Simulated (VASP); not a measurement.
# SiC (P6_3mc) in VASP: settings compared

Aim: see how the results for SiC move with the level of theory and the settings. Levels: PBE, r2SCAN. Tasks: single point.

All numbers are computed with VASP 6.6.1; they aren't measurements. Logs are shortened: lines on timing, memory, paths and dates and some standing lists are left out, and cuts for length are marked.

### Step 1. The cell of the first run

The structure is hexagonal, space group P6_3mc (No. 186). The conventional cell has a = 3.075 Å, b = 3.075 Å, c = 5.048 Å, α = 90.00°, β = 90.00°, γ = 120.00°. Within 2.5 Å of Si (site symmetry 3m) lie 4 C at 1.88 to 1.90 Å. Within 2.5 Å of C (site symmetry 3m) lie 4 Si at 1.88 to 1.90 Å.

### Step 2. Single point, PBE

The input, INCAR:

```
ALGO     = Normal         # electronic algorithm
EDIFF    = 1E-6           # SCF threshold, eV
ENCUT    = 520            # plane-wave cutoff, eV
GGA      = PE             # functional
ISIF     = 2              # what is computed and relaxed
ISMEAR   = 0              # smearing method
LASPH    = True           # aspherical terms in the spheres
LCHARG   = False          # write CHGCAR
LREAL    = False          # projectors in reciprocal space
LWAVE    = False          # write WAVECAR
NBANDS   = 16             # bands
NELM     = 100            # most SCF steps
PREC     = Accurate       # precision mode
SIGMA    = 0.01           # smearing width, eV
```

The input, KPOINTS:

```
k-points
0
Gamma
  6 6 4
```

The input, POSCAR:

```
SiC
1.0
    3.0753562278      0.0000000000      0.0000000000
   -1.5376781139      2.6633366190      0.0000000000
    0.0000000000      0.0000000000      5.0481082228
Si C
2 2
Direct
    0.3333333333      0.6666666667     -0.0004084119
    0.6666666667      0.3333333333      0.4995915881
    0.3333333333      0.6666666667      0.3754084119
    0.6666666667      0.3333333333      0.8754084119
```

Potentials or basis: VASP PAW PBE potentials, release 64 (Si, C).

Command:

```console
$ cat potpaw_PBE.64/Si/POTCAR potpaw_PBE.64/C/POTCAR > POTCAR
$ mpirun -np 1 vasp_std > vasp.out
```

OUTCAR:

```text
EDIFF = 1E-6
   ENCUT = 520
   GGA = PE
   ISIF = 2
   ISMEAR = 0
   LASPH = True
   LREAL = False
   NELM = 100
   PREC = Accurate

 ion  position               nearest neighbor table
   1  0.333  0.667  1.000-   4 1.88   4 1.88   4 1.88   3 1.90   2 3.09   2 3.09   2 3.09   2 3.09
                             2 3.09   2 3.09
   2  0.667  0.333  0.500-   3 1.88   3 1.88   3 1.88   4 1.90   1 3.09   1 3.09   1 3.09   1 3.09
                             1 3.09   1 3.09
   3  0.333  0.667  0.375-   2 1.88   2 1.88   2 1.88   1 1.90
   4  0.667  0.333  0.875-   1 1.88   1 1.88   1 1.88   2 1.90

  LATTYP: Found a hexagonal cell.
 ALAT       =     3.0753562278
 C/A-ratio  =     1.6414710521

  Lattice vectors:

 A1 = (   3.0753562278,   0.0000000000,   0.0000000000)
 A2 = (  -1.5376781139,   2.6633366190,   0.0000000000)
 A3 = (   0.0000000000,   0.0000000000,   5.0481082228)

Analysis of symmetry for initial positions (statically):
=====================================================================
 Subroutine PRICEL returns:
 Original cell was already a primitive cell.

 Routine SETGRP: Setting up the symmetry group for a
 hexagonal supercell.

 Subroutine GETGRP returns: Found 12 space group operations
 (whereof  6 operations were pure point group operations)
 out of a pool of 24 trial point group operations.

The static configuration has the point symmetry C_3v.
 The point group associated with its full space group is C_6v.

Analysis of symmetry for dynamics (positions and initial velocities):
=====================================================================
 Subroutine PRICEL returns:
 Original cell was already a primitive cell.

 Routine SETGRP: Setting up the symmetry group for a
 hexagonal supercell.

 Subroutine GETGRP returns: Found 12 space group operations
 (whereof  6 operations were pure point group operations)
 out of a pool of 24 trial point group operations.

The dynamic configuration has the point symmetry C_3v.
 The point group associated with its full space group is C_6v.

 Subroutine INISYM returns: Found 12 space group operations
 (whereof  6 operations are pure point group operations),
 and found     1 'primitive' translations

[... 93 lines left out ...]
   NELM   =    100;   NELMIN=  2; NELMDL= -5     # of ELM steps
   EDIFF  = 0.1E-05   stopping-criterion for ELM
   LREAL  =      F    real-space projection
   EDIFFG = 0.1E-04   stopping-criterion for IOM
   NSW    =      0    number of steps for IOM
   IBRION =     -1    ionic relax: 0-MD 1-quasi-New 2-CG
   NFREE  =      0    steps in history (QN), initial steepest desc. (CG)
   ISIF   =      2    stress and relaxation
   ISYM   =      2    0-nonsym 1-usesym 2-fastsym
   POTIM  = 0.5000    time-step for ionic-motion
   TEBEG  =    0.0;   TEEND  =   0.0 temperature during run
   PSTRESS=    0.0 pullay stress
   NELECT =      16.0000    total number of electrons
   NUPDOWN=      -1.0000    fix difference up-down
   EMIN   =  10.00;   EMAX   =-10.00  energy-range for DOS
   EFERMI =   0.00;   METHOD = LEGACY
   ISMEAR =     0;   SIGMA  =   0.01  broadening in eV -4-tet -1-fermi 0-gaus
   EFERMI_NEDOS =   21; number of points for ismear=-14 and -15
   IALGO  =     38    algorithm
   IMIX   =      4    mixing-type and parameters
     AMIX     =   0.40;   BMIX     =  1.00
     AMIX_MAG =   1.60;   BMIX_MAG =  1.00
  volume/ion in A,a.u.               =      10.34        69.76
  Fermi-wavevector in a.u.,A,eV,Ry     =   1.192975  2.254396 19.363676  1.423190
  Thomas-Fermi vector in A             =   2.329001
   LORBIT       =      0    0 simple, 1 ext, 2 COOP (PROOUT), +10 PAW based schemes
   GGA     = PE    functional components
   LHFCALC =     F    Hartree Fock is set to
   AEXX    =    0.0000 exact exchange contribution
   IVDW    =     0    specifies the selected vdW correction
   LEPSILON=     F    determine dielectric tensor
   LRPA    =     F    only Hartree local field effects (RPA)
 non-spin polarized calculation
 Gauss-broadening in eV      SIGMA  =   0.01
  energy-cutoff  :      520.00
  volume of cell :       41.35
 maximum number of plane-waves:      1124
 NGX is ok and might be reduce to    24
   NGX = 11   NGY = 11   NGZ = 19

 number of electron      16.0000000 magnetization

 Free energy of the ion-electron system (eV)
  ---------------------------------------------------
  ext. energy  EPLUGINS =         0.00000000
  ---------------------------------------------------
  free energy    TOTEN  =       -30.09265140 eV

  energy without entropy =      -30.09265140  energy(sigma->0) =      -30.09265140

 E-fermi :   8.3784     XC(G=0): -11.3510

 val. band max:        8.2682999232   @ k =   0.0000   0.0000   0.0000
 cond. band min:      10.5387420505   @ k =   0.3333   0.3333   0.0000
 fundamental gap:      2.2704421273
 Fermi energy:         8.3783802784

 k-point     1 :       0.0000    0.0000    0.0000
  band No.  band energies     occupation
      1      -7.3062      2.00000
      2      -3.7390      2.00000
      3      -0.4344      2.00000
      4       6.9517      2.00000
      5       6.9517      2.00000
      6       8.1554      2.00000
[... 376 lines left out ...]
      3       0.5176      2.00000
      4       0.5176      2.00000
      5       2.6265      2.00000
      6       2.6265      2.00000
[... 8 lines left out ...]
     15      19.9184      0.00000
     16      19.9184      0.00000

------------------------ aborting loop because EDIFF is reached ----------------------------------------

  FORCE on cell =-STRESS in cart. coord.  units (eV):
  Direction    XX          YY          ZZ          XY          YZ          ZX
  --------------------------------------------------------------------------------------
  -------------------------------------------------------------------------------------
  Total        0.9211308      0.9211308      0.8340814      0.0000000      0.0000000      0.0000000
  in kB       35.6928926     35.6928926     32.3198152      0.0000000      0.0000000      0.0000000
  external PRESSURE =      34.5685334 kB  Pullay stress =       0.0000000 kB

 VOLUME and BASIS-vectors are now :
 -----------------------------------------------------------------------------
  energy-cutoff  :      520.00
  volume of cell :       41.35
      direct lattice vectors                 reciprocal lattice vectors
     3.075356228  0.000000000  0.000000000     0.325165583  0.187734437  0.000000000
    -1.537678114  2.663336619  0.000000000     0.000000000  0.375468873  0.000000000
     0.000000000  0.000000000  5.048108223     0.000000000  0.000000000  0.198094010

 POSITION                                       TOTAL-FORCE (eV/Angst)
 -----------------------------------------------------------------------------------
     -0.00000      1.77556      5.04605        -0.000000      0.000000     -0.004161
      1.53768      0.88778      2.52199         0.000000     -0.000000     -0.004161
     -0.00000      1.77556      1.89510         0.000000     -0.000000      0.004161
      1.53768      0.88778      4.41916        -0.000000      0.000000      0.004161
 -----------------------------------------------------------------------------------
    total drift:                               -0.000000      0.000000     -0.000184

  FREE ENERGIE OF THE ION-ELECTRON SYSTEM (eV)
  ---------------------------------------------------
  free  energy   TOTEN  =       -30.0926514016 eV

  energy  without entropy=      -30.0926514016  energy(sigma->0) =      -30.09265140
```

Wall time 7.6 s (1 thread of Intel Xeon Platinum 8559C (Emerald Rapids), shared host); peak memory 0.15 GiB.

What came out:

```
Free energy            : -30.0927 eV
Pressure               : 3.5 GPa
Largest force          : 0.004 eV/Å
Band gap on the k mesh : 2.27 eV, indirect (least direct gap 3.97 eV)
```

Forces in eV/Å, atoms in the order of the input:
```
Si   0.000  0.000 -0.004
Si   0.000  0.000 -0.004
C    0.000  0.000  0.004
C    0.000  0.000  0.004
```

A k mesh can miss the band edges.

### Step 3. Single point, PBE

The input, INCAR:

```
SYSTEM = SiC
PREC     = Accurate       ! precision mode
ENCUT    = 520            ! plane-wave cutoff, eV
EDIFF    = 1E-6           ! SCF threshold, eV
ISMEAR   = -1             ! smearing method
SIGMA    = 0.02           ! smearing width, eV
LREAL    = .False.        ! projectors in reciprocal space
LASPH    = .True.         ! aspherical terms in the spheres
NELM     = 80             ! most SCF steps
ALGO     = Normal         ! electronic algorithm
ISIF     = 2              ! what is computed and relaxed
LWAVE    = .False.        ! write WAVECAR
LCHARG   = .False.        ! write CHGCAR
GGA      = PE             ! functional
NBANDS   = 16             ! bands
```

The input, KPOINTS:

```
regular mesh
0
Gamma
  12 12 6
  0 0 0
```

POSCAR is that of step 2.

Potentials or basis: VASP PAW PBE potentials, release 64 (Si, C).

Command:

```console
$ cat potpaw_PBE.64/Si/POTCAR potpaw_PBE.64/C/POTCAR > POTCAR
$ mpirun -np 1 vasp_std > vasp.out
```

Run time: 22 s. Hardware: 1 thread of Intel Xeon Platinum 8559C (Emerald Rapids), shared host; peak memory 0.17 GiB.

It converged, with:

```yaml
Free_energy: -30.1031 eV
Pressure: 3.5 GPa
Largest_force: 0.003 eV/Å
Band_gap_on_the_k_mesh: 2.27 eV, indirect (least direct gap 3.97 eV)
```

Forces on the atoms (eV/Å):
```
Si   0.000  0.000  0.003
Si   0.000  0.000  0.003
C    0.000  0.000 -0.003
C    0.000  0.000 -0.003
```

Stress tensor (GPa, compression positive):
```
3.51 0.00 0.00
0.00 3.51 0.00
0.00 0.00 3.33
```

Levels at points of the mesh, in eV from the valence-band top:
```tsv
k point	band 6	band 7	band 8	band 9	band 10	band 11
(0.00, 0.00, 0.00)	-0.11	0.00	0.00	4.81	6.21	6.67
(0.50, 0.00, 0.00)	-3.32	-3.29	-1.20	2.78	4.22	6.88
(0.00, 0.00, 0.50)	-0.71	-0.71	-0.71	5.90	5.90	7.35
(0.50, 0.00, 0.50)	-2.44	-2.33	-2.33	3.29	3.29	5.26
```

A k mesh can miss the band edges. A hybrid or GW would open this gap; PBE tends to underestimate it.

### Step 4. Single point, PBE

This run uses another cell than the first one, of 10.50 Å³/atom, 1.016 times its volume.

The input, INCAR:

```
  ALGO = Normal
  EDIFF = 1E-6
  ENCUT = 520
  GGA = PE
  ISIF = 2
  ISMEAR = -1
  LASPH = T
  LCHARG = F
  LREAL = F
  LWAVE = F
  NBANDS = 16
  NELM = 80
  PREC = Accurate
  SIGMA = 0.02
```

The input, KPOINTS:

```
k-points
0
Gamma
  12 12 6
```

The input, POSCAR:

```
SiC
1.0
    3.0918273329      0.0000000000      0.0000000000
   -1.5459136665      2.6776010144      0.0000000000
    0.0000000000      0.0000000000      5.0742732856
Si C
2 2
Direct
    0.3333333333      0.6666666667     -0.0004133939
    0.6666666667      0.3333333333      0.4995866061
    0.3333333333      0.6666666667      0.3754133939
    0.6666666667      0.3333333333      0.8754133939
```

Command:

```console
$ cat potpaw_PBE.64/Si/POTCAR potpaw_PBE.64/C/POTCAR > POTCAR
$ mpirun -np 1 vasp_std > vasp.out
```

Run time: 20 s. Hardware: 1 thread of Intel Xeon Platinum 8559C (Emerald Rapids), shared host; peak memory 0.18 GiB.

The run converged. Its results:

```yaml
Free_energy: -30.1103 eV
Pressure: 0.0 GPa
Band_gap_on_the_k_mesh: 2.30 eV, indirect (least direct gap 3.94 eV)
```

Levels at points of the mesh, in eV from the valence-band top:
```csv
k point,band 4,band 5,band 6,band 7,band 8,band 9,band 10,band 11,band 12,band 13
"(0.00, 0.00, 0.00)",-1.31,-1.31,-0.11,0.00,0.00,4.67,6.04,6.57,6.57,7.62
"(0.50, 0.00, 0.00)",-6.25,-5.38,-3.29,-3.24,-1.19,2.75,4.21,6.76,7.07,9.91
"(0.00, 0.00, 0.50)",-4.41,-0.71,-0.71,-0.71,-0.71,5.76,5.76,7.27,7.27,7.27
"(0.50, 0.00, 0.50)",-8.19,-2.42,-2.42,-2.31,-2.31,3.25,3.25,5.19,5.19,10.26
```

### Step 5. Single point, r2SCAN

The input, POSCAR:

```
SiC
1.0
    3.0753562278      0.0000000000      0.0000000000
   -1.5376781139      2.6633366190      0.0000000000
    0.0000000000      0.0000000000      5.0481082228
Si C
2 2
Direct
    0.3333333333      0.6666666667     -0.0004084119
    0.6666666667      0.3333333333      0.4995915881
    0.3333333333      0.6666666667      0.3754084119
    0.6666666667      0.3333333333      0.8754084119
```

The input, INCAR.step1:

```
PREC = Accurate
ENCUT = 520
ISMEAR = -1
SIGMA = 0.02
LREAL = F
LASPH = T
NELM = 100
NBANDS = 16
GGA = PE
ALGO = Normal
EDIFF = 1E-4
LWAVE = T
LCHARG = F
```

The input, INCAR.step2:

```
PREC = Accurate
ENCUT = 520
EDIFF = 1E-6
ISMEAR = -1
SIGMA = 0.02
LREAL = F
LASPH = T
NELM = 100
ALGO = Normal
ISIF = 2
LWAVE = F
LCHARG = T
METAGGA = R2SCAN
LMIXTAU = T
LELF = T
LVHAR = T
NBANDS = 16
ISTART = 1
```

The input, KPOINTS:

```
Automatic mesh
0
Gamma
  12 12 4
```

Command:

```console
$ cat potpaw_PBE.64/Si/POTCAR potpaw_PBE.64/C/POTCAR > POTCAR
$ cp INCAR.step1 INCAR
$ mpirun -np 1 vasp_std > vasp.out
$ cp INCAR.step2 INCAR
$ mpirun -np 1 vasp_std > vasp.out
```

Run time: 76 s. Hardware: 1 thread of Intel Xeon Platinum 8559C (Emerald Rapids), shared host; peak memory 0.18 GiB.

Results (log left out):

- Free energy: -38.6384 eV
- Pressure: -0.2 GPa
- Band gap on the k mesh: 2.66 eV, indirect (least direct gap 4.48 eV)

Levels at points of the mesh, in eV from the valence-band top:
```csv
k point,band 5,band 6,band 7,band 8,band 9,band 10,band 11,band 12
"(0.00, 0.00, 0.00)",-1.39,-0.11,0.00,0.00,5.38,6.78,7.19,7.19
"(0.50, 0.00, 0.00)",-5.62,-3.48,-3.36,-1.26,3.23,4.67,7.47,7.65
"(0.00, 0.00, 0.50)",-0.75,-0.75,-0.75,-0.75,6.50,6.50,7.89,7.89
"(0.50, 0.00, 0.50)",-2.56,-2.56,-2.44,-2.44,3.72,3.72,5.79,5.79
```

Caveat: the PAW data sets were made with another functional, which shifts forces and pressure a little. r2SCAN opens gaps a little over a GGA but as a rule still falls short of measured ones.

### Step 6. Overview

| level | cell | k mesh | smearing | gap on the mesh (eV) | pressure (GPa) |
| --- | --- | --- | --- | --- | --- |
| PBE | a = 3.075, b = 3.075, c = 5.048 Å, angles 90.0, 90.0, 120.0°, 4 atoms | 6 × 6 × 4 | gaussian 0.01 eV | 2.27 | 3.5 |
| PBE | a = 3.075, b = 3.075, c = 5.048 Å, angles 90.0, 90.0, 120.0°, 4 atoms | 12 × 12 × 6 | fermi-dirac 0.02 eV | 2.27 | 3.5 |
| PBE | a = 3.092, b = 3.092, c = 5.074 Å, angles 90.0, 90.0, 120.0°, 4 atoms | 12 × 12 × 6 | fermi-dirac 0.02 eV | 2.30 | 0.0 |
| r2SCAN | a = 3.075, b = 3.075, c = 5.048 Å, angles 90.0, 90.0, 120.0°, 4 atoms | 12 × 12 × 4 | fermi-dirac 0.02 eV | 2.66 | -0.2 |

Alike in all rows: task single point; potentials or basis VASP PAW PBE potentials, release 64 (Si, C); no spin polarisation; cutoff (eV) 520.

On the cell as given the gap runs from 2.27 eV (PBE) to 2.66 eV (r2SCAN); the meshes differ, which moves gaps too. The pressure there spans -0.2 GPa (r2SCAN) to 3.5 GPa (PBE); a positive pressure means that this level wants a larger cell, a negative one a smaller.

Caveats: the PAW data sets were made with another functional, which shifts forces and pressure a little (some runs).

Total energies depend on the potentials used, so only differences within one code and one set of settings carry meaning.
